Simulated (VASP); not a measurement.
# BeSe (F-43m) in VASP: settings compared

Aim: see how the results for BeSe move with the level of theory and the settings. Levels: HSE06, r2SCANh, r2SCAN, PBE. Tasks: single point, relaxation of cell and atoms.

All numbers are computed with VASP 6.6.1; they aren't measurements. Logs are shortened: lines on timing, memory, paths and dates and some standing lists are left out, and cuts for length are marked.

**1. The cell of the first run**

It takes space group F-43m (No. 216, cubic). The conventional cell has a = 5.147 Å, b = 5.147 Å, c = 5.147 Å, α = 90.00°, β = 90.00°, γ = 90.00°. Be (site symmetry -43m) has 4 Se at 2.23 Å within 2.9 Å. Within 2.9 Å of Se (site symmetry -43m) lie 4 Be at 2.23 Å.

**2. Single point, HSE06**

Input file POSCAR:

```
BeSe
1.0
    0.0000000000      2.5737081538      2.5737081538
    2.5737081538      0.0000000000      2.5737081538
    2.5737081538      2.5737081538      0.0000000000
Be Se
1 1
Direct
    0.0000000000      0.0000000000      0.0000000000
    0.2500000000      0.2500000000      0.2500000000
```

Input file INCAR.step1:

```
SYSTEM = BeSe
ALGO = Normal
EDIFF = 1E-5
ENCUT = 520
GGA = PE
GGA_COMPAT = .False.
ISIF = 2
ISMEAR = -1
LASPH = .True.
LCHARG = .False.
LREAL = .False.
LWAVE = .True.
NBANDS = 11
NELM = 120
PREC = Accurate
SIGMA = 0.02
```

Input file INCAR.step2:

```
SYSTEM = BeSe
ALGO = Normal
EDIFF = 1E-6
ENCUT = 520
GGA = PE
GGA_COMPAT = .False.
HFSCREEN = 0.2079
ISIF = 2
ISMEAR = -1
ISTART = 1
LASPH = .True.
LCHARG = .False.
LHFCALC = .True.
LREAL = .False.
LWAVE = .False.
NBANDS = 11
NELM = 120
PREC = Accurate
PRECFOCK = Normal
SIGMA = 0.02
```

Input file KPOINTS:

```
k-points
0
Gamma
  6 6 6
  0 0 0
```

Potentials or basis: VASP PAW PBE potentials, release 64 (Be, Se).

On the command line:

```bash
$ cat potpaw_PBE.64/Be/POTCAR potpaw_PBE.64/Se/POTCAR > POTCAR
$ cp INCAR.step1 INCAR
$ mpirun -np 1 vasp_std > vasp.out
$ cp INCAR.step2 INCAR
$ mpirun -np 1 vasp_std > vasp.out
```

OUTCAR:

```text
SYSTEM = BeSe
   EDIFF = 1E-6
   ENCUT = 520
   GGA = PE
   HFSCREEN = 0.2079
   ISIF = 2
   ISMEAR = -1
   ISTART = 1
   LASPH = .True.
   LHFCALC = .True.
   LREAL = .False.
   NELM = 120
   PREC = Accurate
   PRECFOCK = Normal

 ion  position               nearest neighbor table
   1  0.000  0.000  0.000-   2 2.23   2 2.23   2 2.23   2 2.23
   2  0.250  0.250  0.250-   1 2.23   1 2.23   1 2.23   1 2.23

  LATTYP: Found a face centered cubic cell.
 ALAT       =     5.1474163076

  Lattice vectors:

 A1 = (   0.0000000000,   2.5737081538,   2.5737081538)
 A2 = (   2.5737081538,   0.0000000000,   2.5737081538)
 A3 = (   2.5737081538,   2.5737081538,   0.0000000000)

Analysis of symmetry for initial positions (statically):
=====================================================================
 Subroutine PRICEL returns:
 Original cell was already a primitive cell.

 Routine SETGRP: Setting up the symmetry group for a
 face centered cubic supercell.

 Subroutine GETGRP returns: Found 24 space group operations
 (whereof 24 operations were pure point group operations)
 out of a pool of 48 trial point group operations.

The static configuration has the point symmetry T_d .

Analysis of symmetry for dynamics (positions and initial velocities):
=====================================================================
 Subroutine PRICEL returns:
 Original cell was already a primitive cell.

 Routine SETGRP: Setting up the symmetry group for a
 face centered cubic supercell.

 Subroutine GETGRP returns: Found 24 space group operations
 (whereof 24 operations were pure point group operations)
 out of a pool of 48 trial point group operations.

The dynamic configuration has the point symmetry T_d .

 Subroutine INISYM returns: Found 24 space group operations
 (whereof 24 operations are pure point group operations),
 and found     1 'primitive' translations

----------------------------------------------------------------------------------------

                                     Primitive cell

  volume of cell :      34.0964

  direct lattice vectors                    reciprocal lattice vectors
     0.000000000  2.573708154  2.573708154    -0.194272221  0.194272221  0.194272221
     2.573708154  0.000000000  2.573708154     0.194272221 -0.194272221  0.194272221
     2.573708154  2.573708154  0.000000000     0.194272221  0.194272221 -0.194272221

  length of vectors
     3.639772977  3.639772977  3.639772977     0.336489358  0.336489358  0.336489358

  position of ions in fractional coordinates (direct lattice)
     0.000000000  0.000000000  0.000000000
     0.250000000  0.250000000  0.250000000

  ion indices of the primitive-cell ions
   primitive index   ion index
                 1           1
                 2           2

----------------------------------------------------------------------------------------

 KPOINTS: k-points

Automatic generation of k-mesh.
 Grid dimensions read from file:
 generate k-points for:    6    6    6

 Generating k-lattice:

  Cartesian coordinates                     Fractional coordinates (reciprocal lattice)
    -0.032378704  0.032378704  0.032378704     0.166666667  0.000000000  0.000000000
     0.032378704 -0.032378704  0.032378704     0.000000000  0.166666667  0.000000000
     0.032378704  0.032378704 -0.032378704     0.000000000  0.000000000  0.166666667

  Length of vectors
     0.056081560  0.056081560  0.056081560

  Shift w.r.t. Gamma in fractional coordinates (k-lattice)
     0.000000000  0.000000000  0.000000000

 Subroutine IBZKPT returns following result:
 ===========================================

 Found     16 irreducible k-points:

 Following reciprocal coordinates:
            Coordinates               Weight
  0.000000  0.000000  0.000000      1.000000
  0.166667  0.000000  0.000000      8.000000
  0.333333  0.000000  0.000000      8.000000
  0.500000  0.000000  0.000000      4.000000
  0.166667  0.166667  0.000000      6.000000
  0.333333  0.166667  0.000000     24.000000
[... 8 lines left out ...]
 -0.333333  0.333333  0.166667     24.000000
 -0.333333  0.500000  0.166667     12.000000
   k-points           NKPTS =     16   k-points in BZ     NKDIM =    216   number of bands    NBANDS=     11
   number of dos      NEDOS =    301   number of ions     NIONS =      2
   total plane-waves  NPLWV =  21952
   dimension x,y,z NGX =    28 NGY =   28 NGZ =   28
   dimension x,y,z NGXF=    56 NGYF=   56 NGZF=   56
   ions per type =               1   1
   NGX,Y,Z   is equivalent  to a cutoff of  12.79, 12.79, 12.79 a.u.
   NGXF,Y,Z  is equivalent  to a cutoff of  25.58, 25.58, 25.58 a.u.
 SYSTEM =  BeSe
   PREC   = accura    normal or accurate (medium, high low for compatibility)
   ISTART =      1    job   : 0-new  1-cont  2-samecut
   ICHARG =      0    charge: 1-file 2-atom 10-const
   ISPIN  =      1    spin polarized calculation?
   LNONCOLLINEAR =      F non collinear calculations
   LSORBIT =      F    spin-orbit coupling
   LASPH  =      T    aspherical Exc in radial PAW
   ENCUT  =  520.0 eV  38.22 Ry    6.18 a.u.   6.77  6.77  6.77*2*pi/ulx,y,z
   NELM   =    120;   NELMIN=  2; NELMDL=  0     # of ELM steps
   EDIFF  = 0.1E-05   stopping-criterion for ELM
   LREAL  =      F    real-space projection
   EDIFFG = 0.1E-04   stopping-criterion for IOM
   NSW    =      0    number of steps for IOM
   IBRION =     -1    ionic relax: 0-MD 1-quasi-New 2-CG
   NFREE  =      0    steps in history (QN), initial steepest desc. (CG)
   ISIF   =      2    stress and relaxation
   ISYM   =      3    0-nonsym 1-usesym 2-fastsym
   POTIM  = 0.5000    time-step for ionic-motion
   TEBEG  =    0.0;   TEEND  =   0.0 temperature during run
   PSTRESS=    0.0 pullay stress
   NELECT =       8.0000    total number of electrons
   NUPDOWN=      -1.0000    fix difference up-down
   EMIN   =  10.00;   EMAX   =-10.00  energy-range for DOS
   EFERMI =   0.00;   METHOD = LEGACY
   ISMEAR =    -1;   SIGMA  =   0.02  broadening in eV -4-tet -1-fermi 0-gaus
   EFERMI_NEDOS =   21; number of points for ismear=-14 and -15
   IALGO  =     38    algorithm
   IMIX   =      1    mixing-type and parameters
     AMIX     =   0.40;   BMIX     =  1.00
     AMIX_MAG =   1.60;   BMIX_MAG =  1.00
  volume/ion in A,a.u.               =      17.05       115.05
  Fermi-wavevector in a.u.,A,eV,Ry     =   1.009723  1.908100 13.871688  1.019540
  Thomas-Fermi vector in A             =   2.142669
   LORBIT       =      0    0 simple, 1 ext, 2 COOP (PROOUT), +10 PAW based schemes
   GGA     = PE    functional components
   LHFCALC =     T    Hartree Fock is set to
   PRECFOCK=normal    Normal, Fast or Accurate (Low or Medium for compatibility)
   ENCUT4O =  -1.0   cutoff for four orbital integrals eV
   NKREDX  =     1    reduce k-point grid by
   NKREDY  =     1    reduce k-point grid by
   NKREDZ  =     1    reduce k-point grid by
   AEXX    =    0.2500 exact exchange contribution
   HFSCREEN=    0.2079 screening length (either q_TF or 0.3 A-1)
   HFSCREENC=   0.2079 screening length for correlation (either q_TF or 0.3 A-1)
   ENCUTFOCK=  -1.0 apply spherical cutoff to Coloumb kernel
   IVDW    =     0    specifies the selected vdW correction
   LEPSILON=     F    determine dielectric tensor
   LRPA    =     F    only Hartree local field effects (RPA)
 non-spin polarized calculation
  energy-cutoff  :      520.00
  volume of cell :       34.10
 maximum number of plane-waves:       941
  NGX = 24; NGY = 24; NGZ = 24

 number of electron       7.9999999 magnetization

 Free energy of the ion-electron system (eV)
  ---------------------------------------------------
  ext. energy  EPLUGINS =         0.00000000
  ---------------------------------------------------
  free energy    TOTEN  =       -10.12284631 eV

  energy without entropy =      -10.12284631  energy(sigma->0) =      -10.12284631

 E-fermi :   3.2160     XC(G=0):  -7.8466

 val. band max:        2.7433113106   @ k =   0.0000   0.0000   0.0000
 cond. band min:       6.2226282919   @ k =   0.5000   0.5000   0.0000
 fundamental gap:      3.4793169812
 Fermi energy:         3.2160276625

 k-point     1 :       0.0000    0.0000    0.0000
  band No.  band energies     occupation
      1     -12.3440      2.00000
      2       2.7433      2.00000
      3       2.7433      2.00000
      4       2.7433      2.00000
      5       8.1834      0.00000
      6       8.8243      0.00000
      7       8.8243      0.00000
      8       8.8243      0.00000
      9      16.0453      0.00000
     10      16.5140      0.00000
     11      16.5140      0.00000

 k-point     2 :       0.1667    0.0000    0.0000
  band No.  band energies     occupation
      1     -12.0454      2.00000
      2       0.6043      2.00000
      3       2.3816      2.00000
      4       2.3817      2.00000
      5       8.3443      0.00000
      6       9.4106      0.00000
      7       9.4106      0.00000
      8      10.7795      0.00000
      9      15.2532      0.00000
     10      15.2532      0.00000
     11      16.2263      0.00000

 k-point     3 :       0.3333    0.0000    0.0000
  band No.  band energies     occupation
      1     -11.3147      2.00000
      2      -2.2438      2.00000
      3       1.8181      2.00000
      4       1.8181      2.00000
      5       8.1693      0.00000
      6       9.8741      0.00000
      7       9.8741      0.00000
      8      13.4569      0.00000
      9      15.9555      0.00000
     10      15.9555      0.00000
     11      16.1406      0.00000

 k-point     4 :       0.5000    0.0000    0.0000
  band No.  band energies     occupation
      1     -10.8383      2.00000
      2      -3.4949      2.00000
      3       1.5867      2.00000
      4       1.5867      2.00000
      5       8.0850      0.00000
      6       9.7953      0.00000
      7       9.7953      0.00000
      8      13.9440      0.00000
      9      17.6554      0.00000
     10      18.4648      0.00000
     11      18.4648      0.00000

 k-point     5 :       0.1667    0.1667    0.0000
  band No.  band energies     occupation
      1     -11.9456      2.00000
      2       0.9200      2.00000
      3       1.7293      2.00000
      4       1.7293      2.00000
      5       8.0142      0.00000
      6       9.9838      0.00000
      7      10.4866      0.00000
      8      10.4866      0.00000
      9      13.4546      0.00000
     10      17.1215      0.00000
     11      17.3455      0.00000
[... 99 lines left out ...]
 k-point    13 :       0.5000    0.5000    0.0000
  band No.  band energies     occupation
      1     -10.3193      2.00000
      2      -2.8336      2.00000
      3      -0.1270      2.00000
      4      -0.1270      2.00000
      5       6.2226      0.00000
      6       7.8620      0.00000
      7      16.0178      0.00000
      8      16.0178      0.00000
      9      18.8872      0.00000
     10      19.1172      0.00000
     11      20.4708      0.00000

 k-point    14 :       0.5000    0.3333    0.1667
  band No.  band energies     occupation
      1     -10.7788      2.00000
      2      -2.1079      2.00000
      3      -0.5236      2.00000
      4       0.6643      2.00000
      5       8.8560      0.00000
      6      10.2176      0.00000
      7      10.6999      0.00000
      8      13.5463      0.00000
      9      16.1011      0.00000
     10      17.1635      0.00000
     11      19.8058      0.00000

 k-point    15 :      -0.3333    0.3333    0.1667
  band No.  band energies     occupation
      1     -10.4347      2.00000
      2      -2.5675      2.00000
      3      -1.0393      2.00000
      4       0.1752      2.00000
      5       9.4255      0.00000
      6       9.9515      0.00000
      7      12.7252      0.00000
      8      13.1117      0.00000
      9      14.5090      0.00000
     10      18.8913      0.00000
     11      19.2661      0.00000

 k-point    16 :      -0.3333    0.5000    0.1667
  band No.  band energies     occupation
      1     -10.2896      2.00000
      2      -2.4002      2.00000
      3      -0.9566      2.00000
      4      -0.6357      2.00000
      5       8.2990      0.00000
      6       9.7085      0.00000
      7      12.9663      0.00000
      8      13.7030      0.00000
      9      17.6935      0.00000
     10      17.8993      0.00000
     11      20.2614      0.00000

------------------------ aborting loop because EDIFF is reached ----------------------------------------

  FORCE on cell =-STRESS in cart. coord.  units (eV):
  Direction    XX          YY          ZZ          XY          YZ          ZX
  --------------------------------------------------------------------------------------
  -------------------------------------------------------------------------------------
  Total       -0.0249398     -0.0249398     -0.0249398      0.0000000      0.0000000     -0.0000000
  in kB       -1.1719150     -1.1719150     -1.1719150      0.0000000      0.0000000     -0.0000000
  external PRESSURE =      -1.1719150 kB  Pullay stress =       0.0000000 kB

 VOLUME and BASIS-vectors are now :
 -----------------------------------------------------------------------------
  energy-cutoff  :      520.00
  volume of cell :       34.10
      direct lattice vectors                 reciprocal lattice vectors
     0.000000000  2.573708154  2.573708154    -0.194272221  0.194272221  0.194272221
     2.573708154  0.000000000  2.573708154     0.194272221 -0.194272221  0.194272221
     2.573708154  2.573708154  0.000000000     0.194272221  0.194272221 -0.194272221

 POSITION                                       TOTAL-FORCE (eV/Angst)
 -----------------------------------------------------------------------------------
      0.00000      0.00000      0.00000        -0.000000     -0.000000     -0.000000
      1.28685      1.28685      1.28685         0.000000      0.000000      0.000000
 -----------------------------------------------------------------------------------
    total drift:                                0.000000      0.000000      0.000000

  FREE ENERGIE OF THE ION-ELECTRON SYSTEM (eV)
  ---------------------------------------------------
  free  energy   TOTEN  =       -10.1228463055 eV

  energy  without entropy=      -10.1228463055  energy(sigma->0) =      -10.12284631
```

It took 12 min on 1 thread of Intel Xeon Platinum 8488C (Sapphire Rapids), shared host; peak memory 0.28 GiB.

Results:

```
Free energy            : -10.1228 eV
Pressure               : -0.1 GPa
Band gap on the k mesh : 3.48 eV (least direct gap 5.44 eV)
```

Caveat: the PAW data sets were made with another functional, which shifts forces and pressure a little. A k mesh can miss the band edges.

(Part 1 of 2 ends here.)
